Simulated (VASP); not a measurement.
Write the native input for VASP 6.6.1 that does the following.

```yaml
Task: single point
Functional: PBE
Potentials_or_basis: VASP PAW PBE potentials, release 64 (Be, Ru_pv)
Cutoff: 520 eV
k_mesh: 12 × 12 × 7
Occupations: fermi-dirac, width 0.05 eV
Spin: no spin polarisation
Dipole_correction: no
Further_INCAR_settings: ALGO = Normal; EDIFF = 1e-06; NBANDS = 15
```

The structure of BeRu lies in POSCAR:

```
BeRu
1.0
    2.4993717800      0.0000000000      0.0000000000
   -1.2496858900      2.1645194500      0.0000000000
    0.0000000000      0.0000000000      3.7955181000
Be Ru
1 1
Direct
    0.0000000000      0.0000000000      0.5000000000
    0.6666666700      0.3333333300      0.0000000000
```

The input as run:

INCAR

```
SYSTEM = BeRu
ALGO = Normal
EDIFF = 1E-6
ENCUT = 520
GGA = PE
ISIF = 2
ISMEAR = -1
LASPH = .True.
LCHARG = .False.
LREAL = .False.
LWAVE = .False.
NBANDS = 15
NELM = 60
PREC = Accurate
SIGMA = 0.05
```

KPOINTS

```
k-points
0
Gamma
  12 12 7
  0 0 0
```

Potentials or basis: VASP PAW PBE potentials, release 64 (Be, Ru_pv).

Launch:

```bash
$ cat potpaw_PBE.64/Be/POTCAR potpaw_PBE.64/Ru_pv/POTCAR > POTCAR
$ mpirun -np 1 vasp_std > vasp.out
```

It gave:

The pressure is 36.8 GPa. The band gap on the k mesh is zero (band 8 reaches 11.23 eV, above the bottom of band 9 at 10.81 eV).

It took 9.3 s on 1 thread of Intel(R) Xeon(R) 6975P-C (Granite Rapids), with other jobs on the host, peak memory 0.14 GiB.
